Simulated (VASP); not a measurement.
A run of VASP 6.6.1:

INCAR

```
SYSTEM = GeBr
  PREC = Accurate
  ENCUT = 600
  EDIFF = 1E-6
  ISMEAR = 0
  SIGMA = 0.1
  LREAL = .False.
  LASPH = .True.
  NELM = 80
  ALGO = Normal
  ISIF = 3
  LWAVE = .False.
  LCHARG = .False.
  GGA = PE
  IBRION = 2
  NSW = 100
  EDIFFG = -0.01
```

KPOINTS

```
regular mesh
0
Gamma
  18 18 12
  0 0 0
```

File POSCAR:

```
GeBr
1.0
    3.5208412038      0.0000000000      0.0000000000
   -1.7604206019      3.0491379252      0.0000000000
    0.0000000000      0.0000000000      4.5223954928
Ge Br
1 1
Direct
    0.6666666667      0.3333333333      0.5000000000
    0.0000000000      0.0000000000      0.0000000000
```

Potentials or basis: VASP PAW PBE potentials, release 64 (Ge_d, Br).

Launch:

```sh
$ cat potpaw_PBE.64/Ge_d/POTCAR potpaw_PBE.64/Br/POTCAR > POTCAR
$ mpirun -np 1 vasp_std > vasp.out
```

Hardware: 1 thread of Intel(R) Xeon(R) 6975P-C (Granite Rapids), with other jobs on the host.

Problem. Estimate the wall time of this run.

Solution. It took 2.3 min on 1 thread of Intel(R) Xeon(R) 6975P-C (Granite Rapids), with other jobs on the host, peak memory 0.36 GiB. Counts: scf iterations 27, k points 259, ion steps 4.
